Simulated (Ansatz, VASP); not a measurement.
# One calculation of Se, two programs

Contents of INCAR:

```
PREC     = Accurate       # precision mode
ENCUT    = 520            # plane-wave cutoff, eV
EDIFF    = 1E-6           # SCF threshold, eV
ISMEAR   = 0              # smearing method
SIGMA    = 0.1            # smearing width, eV
LREAL    = False          # projectors in reciprocal space
LASPH    = True           # aspherical terms in the spheres
NELM     = 100            # most SCF steps
ALGO     = Normal         # electronic algorithm
ISIF     = 2              # what is computed and relaxed
LWAVE    = False          # write WAVECAR
LCHARG   = True           # write CHGCAR
GGA      = PE             # functional
LELF     = True           # ELF
LVHAR    = True         
NBANDS   = 27             # bands
```

File KPOINTS:

```
Automatic mesh
0
Gamma
  4 4 4
```

The input POSCAR:

```
Se
1.0
    2.7410856100     -2.8462686200      0.0000000000
    2.7410856100      2.8462686200      0.0000000000
   -0.9939682600      0.0000000000      6.2181468900
Se
6
Direct
    0.1584272600      0.4526645600      0.3780588900
    0.5473354400      0.8415727400      0.1219411100
    0.8415727400      0.5473354400      0.6219411100
    0.4526645600      0.1584272600      0.8780588900
    0.0000000000      0.5000000000      0.0000000000
    0.5000000000      0.0000000000      0.5000000000
```

Input for Ansatz:

```yaml
crystal:
  lattice:
    - [2.74108561, -2.84626862, 0.0]
    - [2.74108561, 2.84626862, 0.0]
    - [-0.99396826, 0.0, 6.21814689]
  atoms:
    - { symbol: Se, position: [0.15842726, 0.45266456, 0.37805889] }
    - { symbol: Se, position: [0.54733544, 0.84157274, 0.12194111] }
    - { symbol: Se, position: [0.84157274, 0.54733544, 0.62194111] }
    - { symbol: Se, position: [0.45266456, 0.15842726, 0.87805889] }
    - { symbol: Se, position: [0.0, 0.5, 0.0] }
    - { symbol: Se, position: [0.5, 0.0, 0.5] }
basis:
  ecutwfc: 420
kpoints:
  mp_grid: { grid: [4, 4, 4] }
hamiltonian:
  xc: pbe
scf:
  occupations: { method: gaussian, width: 0.1 }
  lower_state_search: "off"
output:
  forces: true
  stress: true
  eigenvalues: true
```

Alike in both runs: task single point; functional PBE; k mesh 4 × 4 × 4; occupations gaussian, width 0.1 eV; no spin polarisation.

|  | VASP | Ansatz |
| --- | --- | --- |
| version | VASP 6.6.1 | Ansatz 0.2.0 |
| potentials or method | VASP PAW PBE potentials, release 64 (Se), cutoff 520 eV | scalar-relativistic, plane waves, PAW |
| valence electrons in the cell | 36 | 96 |

```tsv
	VASP	Ansatz	Ansatz less VASP
gap on the k mesh at the Fermi level (eV)	none	none	-
rms of the force components (eV/Å)	1.898	1.850	-0.0473
```

Atom by atom the forces differ by 0.049 eV/Å (rms over components). A gap of «none» marks a metal or a gap that the smearing closes. The functional is the same, so the differences come from potentials, cutoffs and numerics. VASP's potentials hold 36 valence electrons a cell and Ansatz's 96, so a difference there can come from the potentials and not from the codes.

The k mesh is coarse, so the values compare programs but aren't converged.
